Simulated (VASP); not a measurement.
**Zr18B (a cell with a defect): single point with PBE**

The system is Zr18B (a cell with a defect).

```
Zr B
1.0
    -4.85172    2.80114    5.16547
     0.00000   -5.60229    5.16547
     4.85172    2.80114    5.16547
Zr B
18 1
Direct
  0.52837 0.52517 0.19058
  0.86198 0.19464 0.18877
  0.19058 0.52517 0.52837
  0.20360 0.86704 0.20360
  0.51707 0.18211 0.51707
  0.85735 0.52449 0.85735
  0.86152 0.85600 0.52859
  0.18877 0.19464 0.86198
  0.52859 0.85600 0.86152
  0.49121 0.76204 0.49121
  0.80643 0.46735 0.46748
  0.13837 0.80332 0.80434
  0.10679 0.15344 0.48372
  0.46748 0.46735 0.80643
  0.80434 0.80332 0.13837
  0.80447 0.13301 0.80447
  0.13702 0.47235 0.13702
  0.48372 0.15344 0.10679
  0.36561 0.01884 0.36561
```

```yaml
Program: VASP 6.6.1
Task: single point
Functional: PBE
Potentials_or_basis: VASP PAW PBE potentials, release 64 (Zr_sv, B)
Cutoff: 520 eV
k_mesh: 3 × 3 × 3
Occupations: gaussian, width 0.1 eV
Spin: no spin polarisation
```

- Pressure: 3.3 GPa
- Largest force: 0.024 eV/Å
- Band gap on the k mesh: zero (an odd number of electrons rules out a gap without spin polarisation)

Forces on the atoms (eV/Å):
```
Zr  -0.001  0.007  0.002
Zr   0.006  0.001  0.001
Zr   0.001  0.007  0.002
Zr   0.000  0.002  0.014
Zr   0.000  0.002  0.023
Zr   0.000  0.001 -0.003
Zr   0.000 -0.002  0.000
Zr  -0.006  0.001  0.001
Zr   0.000 -0.002  0.000
Zr   0.000  0.017 -0.006
Zr  -0.001 -0.002 -0.001
Zr  -0.001 -0.001  0.001
Zr   0.004 -0.003 -0.008
Zr   0.001 -0.002 -0.001
Zr   0.001 -0.001  0.001
Zr   0.000 -0.003  0.000
Zr   0.000 -0.001  0.000
Zr  -0.004 -0.003 -0.008
B    0.000 -0.017 -0.017
```

Stress tensor (GPa, compression positive):
```
 3.20  0.00  0.00
 0.00  3.59 -0.03
 0.00 -0.03  3.00
```

Levels at points of the mesh, in eV from the Fermi level:
```
           k point  band 106  band 107  band 108  band 109  band 110  band 111  band 112  band 113
(0.00, 0.00, 0.00)     -0.46     -0.17     -0.14     -0.10     -0.02      0.26      0.28      0.31
```

It took 24 min on 1 thread of Oxide Virtual Turin-like Processor, with other jobs on the host, peak memory 0.66 GiB.
